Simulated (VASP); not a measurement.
Write the native input for VASP 6.6.1 that does the following.

```
Task                   : single point
Functional             : r2SCAN
Potentials or basis    : VASP PAW PBE potentials, release 64 (W_sv, C, B)
Cutoff                 : 520 eV
k mesh                 : 2 × 2 × 1
Occupations            : fermi-dirac, width 0.05 eV
Spin                   : no spin polarisation
Dipole correction      : no
Further INCAR settings : LREAL = Auto; ALGO = Normal; EDIFF = 1e-07; NBANDS = 88
```

System: BW8C8, a slab with vacuum.

```
W C B
1.0
     5.70406    0.00000    0.00000
    -2.85203    4.93986    0.00000
     0.00000    0.00000   15.20114
W C B
8 8 1
Direct
  0.00000 0.00000 0.06578
  0.04421 0.01879 0.27103
  0.00000 0.49999 0.06578
  0.01108 0.51340 0.24498
  0.49999 0.00000 0.06578
  0.51448 0.00733 0.24882
  0.49999 0.49999 0.06578
  0.51700 0.52321 0.25666
  0.36167 0.18152 0.14921
  0.39974 0.22381 0.34973
  0.35092 0.63739 0.15313
  0.30321 0.63581 0.32684
  0.84327 0.18606 0.15532
  0.84261 0.16059 0.35357
  0.82689 0.65455 0.15242
  0.88014 0.67779 0.33863
  0.68943 0.34867 0.36691
```

One way to write it, as run:

POSCAR

```
BW8C8
1.0
    5.7040600000      0.0000000000      0.0000000000
   -2.8520300000      4.9398610000      0.0000000000
    0.0000000000      0.0000000000     15.2011400000
W C B
8 8 1
Direct
    0.0000000000      0.0000000000      0.0657845398
    0.0442102824      0.0187859537      0.2710323042
   -0.0000004574      0.4999938257      0.0657845398
    0.0110829791      0.5133950125      0.2449750479
    0.4999947406      0.0000000000      0.0657845398
    0.5144756681      0.0073281414      0.2488168651
    0.4999942832      0.4999938257      0.0657845398
    0.5170035843      0.5232131026      0.2566583822
    0.3616739607      0.1815233263      0.1492059148
    0.3997360547      0.2238119656      0.3497303492
    0.3509158403      0.6373863556      0.1531332518
    0.3032123918      0.6358073638      0.3268373293
    0.8432664835      0.1860578668      0.1553172986
    0.8426124473      0.1605915632      0.3535655878
    0.8268854657      0.6545528305      0.1524162004
    0.8801422352      0.6777923508      0.3386259188
    0.6894261415      0.3486737785      0.3669066925
```

INCAR.step1

```
SYSTEM = BW8C8
  PREC = Accurate
  ENCUT = 520
  ISMEAR = -1
  SIGMA = 0.05
  LREAL = Auto
  LASPH = .True.
  NELM = 80
  NBANDS = 88
  GGA = PE
  ALGO = Normal
  EDIFF = 1E-4
  LWAVE = .True.
  LCHARG = .False.
```

INCAR.step2

```
SYSTEM = BW8C8
  PREC = Accurate
  ENCUT = 520
  EDIFF = 1E-7
  ISMEAR = -1
  SIGMA = 0.05
  LREAL = Auto
  LASPH = .True.
  NELM = 80
  ALGO = Normal
  ISIF = 2
  LWAVE = .False.
  LCHARG = .False.
  METAGGA = R2SCAN
  LMIXTAU = .True.
  NBANDS = 88
  ISTART = 1
```

KPOINTS

```
regular mesh
0
Gamma
  2 2 1
  0 0 0
```

Potentials or basis: VASP PAW PBE potentials, release 64 (W_sv, C, B).

The run is started by

```console
$ cat potpaw_PBE.64/W_sv/POTCAR potpaw_PBE.64/C/POTCAR potpaw_PBE.64/B/POTCAR > POTCAR
$ cp INCAR.step1 INCAR
$ mpirun -np 1 vasp_std > vasp.out
$ cp INCAR.step2 INCAR
$ mpirun -np 1 vasp_std > vasp.out
```

It gave:

```
Largest force          : 4.453 eV/Å
Band gap on the k mesh : zero (an odd number of electrons rules out a gap without spin polarisation)
```

Caveat: the k points lie up to 0.64 Å⁻¹ apart, too coarse for converged energies and pressures of a metal; the atoms stand as in a frame of molecular dynamics; the PAW data sets were made with another functional, which shifts forces and pressure a little; spin-orbit coupling is left out, which moves the levels of the heavy elements.

Run time: 12 min on 1 thread of Intel(R) Xeon(R) 6975P-C (Granite Rapids) (shared host), peak memory 0.56 GiB.
